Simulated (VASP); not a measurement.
SiC: single point with PBE

SiC:

```
CELL_PARAMETERS angstrom
0.00000 2.17208 2.17208
2.17208 0.00000 2.17208
2.24347 2.24347 -0.07139
ATOMIC_POSITIONS crystal
Si 0.00000 0.00000 0.00000
C 0.75000 0.75000 0.75000
```

```
Program                : VASP 6.6.1
Task                   : single point
Functional             : PBE
Potentials or basis    : VASP PAW PBE potentials, release 64 (Si, C)
Cutoff                 : 520 eV
k mesh                 : 12 × 12 × 12
Occupations            : gaussian, width 0.05 eV
Spin                   : no spin polarisation
Dipole correction      : no
Further INCAR settings : ALGO = Normal; EDIFF = 1e-06; NBANDS = 11
```

| Quantity | Value |
| --- | --- |
| Pressure | -4.2 GPa |
| Largest force | 0.251 eV/Å |
| Band gap on the k mesh | 1.26 eV, indirect (least direct gap 4.23 eV) |

Forces on the atoms (eV/Å):
```
Si   0.145  0.145 -0.145
C   -0.145 -0.145  0.145
```

Stress tensor (GPa, compression positive):
```
-4.20 -7.67  7.67
-7.67 -4.20  7.67
 7.67  7.67 -4.20
```

Levels at points of the mesh, in eV from the valence-band top:
```csv
k point,band 1,band 2,band 3,band 4,band 5,band 6,band 7,band 8
"(0.00, 0.00, 0.00)",-15.20,-0.29,0.00,0.00,5.07,6.91,7.32,7.32
"(0.50, 0.00, 0.00)",-11.65,-8.40,-1.24,-1.19,4.71,6.57,7.20,9.69
"(0.50, 0.50, 0.00)",-10.37,-7.76,-3.42,-2.96,1.26,4.15,13.22,13.41
"(0.00, 0.00, 0.50)",-12.14,-8.47,-0.87,-0.87,5.68,7.36,7.36,9.91
```

It took 46 s on 1 thread of AMD EPYC 7R43 64-Core Processor (Zen 3) (shared host), peak memory 0.13 GiB.

A k mesh can miss the band edges.
